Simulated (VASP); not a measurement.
The system is CdSiP2.

```
CELL_PARAMETERS angstrom
-2.84361 2.84361 5.24856
2.84361 -2.84361 5.24856
2.84361 2.84361 -5.24856
ATOMIC_POSITIONS crystal
Cd 0.75000 0.25000 0.50000
Cd 0.00000 0.00000 0.00000
Si 0.50000 0.50000 0.00000
Si 0.25000 0.75000 0.50000
P 0.87500 0.82813 0.45313
P 0.17187 0.62500 0.04687
P 0.37500 0.42187 0.54687
P 0.57813 0.12500 0.95313
```

* Program: VASP 6.6.1
* Task: relaxation of cell and atoms
* Functional: PBE
* Potentials or basis: VASP PAW PBE potentials, release 64 (Cd, Si, P)
* Cutoff: 500 eV
* k mesh: 6 × 6 × 6
* Occupations: fermi-dirac, width 0.02 eV
* Spin: no spin polarisation

At the start: pressure 1.8 GPa; volume 21.22 Å³/atom.

Task: Where does the relaxation end?

Result: Over 7 steps the energy falls by 2.6 meV/atom and the volume is 21.69 Å³/atom (+2.2 %); space group I-42d (No. 122, to 0.1 Å) before and after.

Step by step:
| step | energy change (eV) | largest force (eV/Å) | pressure (GPa) | volume (Å³) |
| --- | --- | --- | --- | --- |
| 1 | 0.0000 | 0.0711 | 1.78 | 169.76 |
| 2 | -0.0152 | 0.0208 | -0.88 | 175.61 |
| 3 | -0.0209 | 0.0098 | 0.00 | 173.56 |
| 4 | -0.0209 | 0.0086 | -0.03 | 173.64 |
| 5 | -0.0209 | 0.0056 | 0.01 | 173.53 |
| 6 | -0.0209 | 0.0053 | 0.02 | 173.52 |
| 7 | -0.0210 | 0.0016 | 0.01 | 173.54 |

Final structure:
```cif
data_structure
_symmetry_space_group_name_H-M 'P 1'
_symmetry_Int_Tables_number 1
_cell_length_a 6.6610
_cell_length_b 6.6610
_cell_length_c 6.6610
_cell_angle_alpha 129.062
_cell_angle_beta 129.062
_cell_angle_gamma 74.911
_cell_volume 173.54
loop_
_atom_site_label
_atom_site_type_symbol
_atom_site_fract_x
_atom_site_fract_y
_atom_site_fract_z
_atom_site_occupancy
Cd1 Cd 0.75000 0.25000 0.50000 1
Cd2 Cd 0.00000 0.00000 0.00000 1
Si1 Si 0.50000 0.50000 0.00000 1
Si2 Si 0.25000 0.75000 0.50000 1
P1 P 0.87500 0.82867 0.45367 1
P2 P 0.17133 0.62500 0.04633 1
P3 P 0.37500 0.42133 0.54633 1
P4 P 0.57867 0.12500 0.95367 1
```
